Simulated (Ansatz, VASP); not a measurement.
# Si2Mo: VASP beside Ansatz

```
Si Mo
1.0
    -1.60842    1.60842    3.93651
     1.60842   -1.60842    3.93651
     1.60842    1.60842   -3.93651
Si Mo
2 1
Direct
  0.33510 0.33510 0.00000
  0.66490 0.66490 0.00000
  0.00000 0.00000 0.00000
```

Alike in both runs: task single point; functional PBEsol; k mesh 18 × 18 × 18; occupations gaussian, width 0.1 eV; no spin polarisation.

|  | VASP | Ansatz |
| --- | --- | --- |
| version | VASP 6.6.1 | Ansatz 0.2.0 |
| potentials or method | VASP PAW PBE potentials, release 64 (Si, Mo_sv), cutoff 520 eV | scalar-relativistic, plane waves, PAW |
| valence electrons in the cell | 22 | 22 |

```csv
,VASP,Ansatz,Ansatz less VASP
gap on the k mesh at the Fermi level (eV),none,none,-
pressure (GPa),-4.5,-4.9,-0.35
rms of the force components (eV/Å),0.020,0.023,+0.0025
```

VASP's potentials were made for PBE, not for PBEsol. Atom by atom the forces differ by 0.002 eV/Å (rms over components). A gap of «none» marks a metal or a gap that the smearing closes.
